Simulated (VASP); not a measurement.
A run of VASP 6.6.1 is set up as follows.

INCAR

```
SYSTEM = AlRu3
PREC = Accurate ; ENCUT = 520
EDIFF = 1E-6 ; ISMEAR = 0
SIGMA = 0.1 ; LREAL = .False.
LASPH = .True. ; NELM = 60
ALGO = Fast ; ISIF = 2
LWAVE = .False. ; LCHARG = .True.
GGA = PE ; LELF = .True.
LVHAR = .True. ; NBANDS = 30
```

KPOINTS

```
Automatic mesh
0
Gamma
  6 6 6
  0 0 0
```

File POSCAR:

```
AlRu3
1.0
    0.0000000000      3.1214948900      3.1214948900
    3.1214948900      0.0000000000      3.1214948900
    3.1214948900      3.1214948900      0.0000000000
Al Ru
1 3
Direct
    0.0000000000      0.0000000000      0.0000000000
    0.2500000000      0.2500000000      0.2500000000
    0.7500000000      0.7500000000      0.7500000000
    0.5000000000      0.5000000000      0.5000000000
```

Potentials or basis: VASP PAW PBE potentials, release 64 (Al, Ru_pv).

Run with:

```console
$ cat potpaw_PBE.64/Al/POTCAR potpaw_PBE.64/Ru_pv/POTCAR > POTCAR
$ mpirun -np 1 vasp_std > vasp.out
```

(1) Predict the pressure.

Answers

(1) -16.7 GPa.
